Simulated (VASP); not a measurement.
LiF:

```xyz
2
Lattice="0.0000 1.9928 1.9928 1.9928 0.0000 1.9928 1.9928 1.9928 0.0000" Properties=species:S:1:pos:R:3 pbc="T T T"
Li    0.0000    0.0000    0.0000
F     1.9928    1.9928    1.9928
```

* Program: VASP 6.6.1
* Task: relaxation of cell and atoms
* Functional: PBE
* Potentials or basis: VASP PAW PBE potentials, release 64 (Li_sv, F)
* Cutoff: 750 eV
* k mesh: 8 × 8 × 8
* Occupations: gaussian, width 0.05 eV
* Spin: no spin polarisation

At the start: pressure 4.0 GPa; volume 7.91 Å³/atom.

How do energy, volume and symmetry change on relaxing?

Over 3 steps the energy falls by 4.8 meV/atom and the volume is 8.32 Å³/atom (+5.2 %); space group Fm-3m (No. 225, to 0.1 Å) before and after.

The path:
```csv
step,energy change (eV),largest force (eV/Å),pressure (GPa),volume (Å³)
1,0.0000,0.0000,3.95,15.83
2,-0.0078,0.0000,1.62,16.28
3,-0.0096,0.0000,-0.05,16.65
```

Final structure:
```yaml
crystal:
  lattice:
    - [0.00000, 2.02658, 2.02658]
    - [2.02658, 0.00000, 2.02658]
    - [2.02658, 2.02658, 0.00000]
  atoms:
    - { symbol: Li, position: [0.00000, 0.00000, 0.00000] }
    - { symbol: F, position: [0.50000, 0.50000, 0.50000] }
```
